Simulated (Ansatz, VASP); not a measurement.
# One calculation of Si2W3, two programs

File INCAR:

```
SYSTEM = Si2W3
  PREC = Accurate
  ENCUT = 520
  EDIFF = 1E-7
  ISMEAR = 0
  SIGMA = 0.15
  LREAL = .FALSE.
  LASPH = .TRUE.
  NELM = 100
  ALGO = Fast
  ISIF = 2
  LWAVE = .FALSE.
  LCHARG = .FALSE.
  GGA = PE
  NBANDS = 61
```

The input KPOINTS:

```
Automatic mesh
0
G
  6 6 12
  0 0 0
```

POSCAR

```
Si2W3
1.0
    6.6300342967      0.0000000000      0.0000000000
    0.0000000000      6.6300342967      0.0000000000
    0.0000000000      0.0000000000      3.3123213826
Si W
4 6
Direct
    0.1507445144      0.6177214628      0.0000000000
    0.8492554856      0.3822785372      0.0000000000
    0.6177214628      0.8492554856      0.0000000000
    0.3822785372      0.1507445144      0.0000000000
    0.5000000000      0.5000000000      0.0000000000
    0.0000000000      0.0000000000      0.0000000000
    0.6915075860      0.1275163532      0.5000000000
    0.3084924140      0.8724836468      0.5000000000
    0.1275163532      0.3084924140      0.5000000000
    0.8724836468      0.6915075860      0.5000000000
```

Input for Ansatz:

```yaml
crystal:
  lattice:
    - [6.6300342967, 0.0, 0.0]
    - [0.0, 6.6300342967, 0.0]
    - [0.0, 0.0, 3.3123213826]
  atoms:
    - { symbol: Si, position: [0.1507445144, 0.6177214628, 0.0] }
    - { symbol: Si, position: [0.8492554856, 0.3822785372, 0.0] }
    - { symbol: Si, position: [0.6177214628, 0.8492554856, 0.0] }
    - { symbol: Si, position: [0.3822785372, 0.1507445144, 0.0] }
    - { symbol: W, position: [0.5, 0.5, 0.0] }
    - { symbol: W, position: [0.0, 0.0, 0.0] }
    - { symbol: W, position: [0.691507586, 0.1275163532, 0.5] }
    - { symbol: W, position: [0.308492414, 0.8724836468, 0.5] }
    - { symbol: W, position: [0.1275163532, 0.308492414, 0.5] }
    - { symbol: W, position: [0.8724836468, 0.691507586, 0.5] }
basis:
  ecutwfc: 420
kpoints:
  mp_grid: { grid: [6, 6, 12] }
hamiltonian:
  xc: pbe
scf:
  occupations: { method: gaussian, width: 0.15 }
output:
  forces: true
  stress: true
  eigenvalues: true
```

Change from the starting cell: mode 4 (33.1 1/cm) frozen in, largest displacement +0.300 Å.

Alike in both runs: task single point; functional PBE; k mesh 6 × 6 × 12; occupations gaussian, width 0.15 eV; no spin polarisation.

|  | VASP | Ansatz |
| --- | --- | --- |
| version | VASP 6.6.1 | Ansatz 0.2.0 |
| potentials or method | VASP PAW PBE potentials, release 64 (Si, W_sv), cutoff 520 eV | scalar-relativistic, plane waves, PAW |
| valence electrons in the cell | 100 | 100 |

```tsv
	VASP	Ansatz	Ansatz less VASP
gap on the k mesh at the Fermi level (eV)	none	none	-
pressure (GPa)	5.1	4.9	-0.23
traceless stress, the component that is largest in VASP (GPa)	-6.66	-6.70	-0.044
rms of the force components (eV/Å)	0.473	0.469	-0.0042
```

Atom by atom the forces differ by 0.006 eV/Å (rms over components). A gap of «none» marks a metal or a gap that the smearing closes.

Neither program's run includes spin-orbit coupling.
